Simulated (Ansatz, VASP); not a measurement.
# SiC in VASP and in Ansatz

```
Si C
1.0
     0.00000    1.97583    1.97583
     1.97583    0.00000    1.97583
     1.97583    1.97583    0.00000
Si C
1 1
Cartesian
  0.0000 0.0000 0.0000
  1.9758 1.9758 1.9758
```

Change from the starting cell: volume scaled by 0.94, PAW files.

Alike in both runs: task single point; functional PBEsol; k mesh 17 × 17 × 17; occupations fermi-dirac, width 0.08 eV; no spin polarisation.

|  | VASP | Ansatz |
| --- | --- | --- |
| version | VASP 6.6.1 | Ansatz 0.2.0 |
| potentials or method | VASP PAW PBE potentials, release 64 (Si, C) | PAW with Ansatz's default frozen-core files, scalar-relativistic |
| plane-wave cutoff (eV) | 520 | 420 |
| valence electrons in the cell | 8 | 8 |

```csv
,VASP,Ansatz,Ansatz less VASP
pressure (GPa),19.1,18.4,-0.67
```

VASP's potentials were made for PBE, not for PBEsol.
